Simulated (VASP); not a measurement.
Set up this calculation in VASP 6.6.1, as the native input.

```yaml
Task: single point
Functional: PBE
Potentials_or_basis: VASP PAW PBE potentials, release 64 (In_d, P)
Cutoff: 520 eV
k_mesh: 10 × 10 × 10
Occupations: gaussian, width 0.02 eV
Spin: no spin polarisation
Dipole_correction: no
Further_INCAR_settings: ALGO = Normal; EDIFF = 1e-07; NBANDS = 16
```

The structure of InP lies in POSCAR:

```
InP
1.0
    0.0000000000      2.9499307925      2.9499307925
    2.9499307925      0.0000000000      2.9499307925
    2.9499307925      2.9499307925      0.0000000000
In P
1 1
Direct
    0.0000000000      0.0000000000      0.0000000000
    0.2500000000      0.2500000000      0.2500000000
```

This cell differs from its parent crystal: volume scaled by 0.97.

These files were run (other wordings do the same):

INCAR

```
ALGO     = Normal         # electronic algorithm
EDIFF    = 1E-7           # SCF threshold, eV
ENCUT    = 520            # plane-wave cutoff, eV
GGA      = PE             # functional
ISIF     = 2              # what is computed and relaxed
ISMEAR   = 0              # smearing method
LASPH    = True           # aspherical terms in the spheres
LCHARG   = True           # write CHGCAR
LELF     = True           # ELF
LREAL    = False          # projectors in reciprocal space
LVHAR    = True         
LWAVE    = False          # write WAVECAR
NBANDS   = 16             # bands
NELM     = 100            # most SCF steps
PREC     = Accurate       # precision mode
SIGMA    = 0.02           # smearing width, eV
```

KPOINTS

```
k-points
0
Gamma
  10 10 10
```

Potentials or basis: VASP PAW PBE potentials, release 64 (In_d, P).

Run with:

```bash
$ cat potpaw_PBE.64/In_d/POTCAR potpaw_PBE.64/P/POTCAR > POTCAR
$ mpirun -np 1 vasp_std > vasp.out
```

It gave:

```
Pressure               : 1.9 GPa
Band gap on the k mesh : 0.60 eV, direct
```

Caveat: spin-orbit coupling is left out, which moves the levels of the heavy elements.

Wall time 16 s on 1 thread of Intel(R) Xeon(R) 6975P-C (Granite Rapids), on a shared host, peak memory 0.19 GiB.
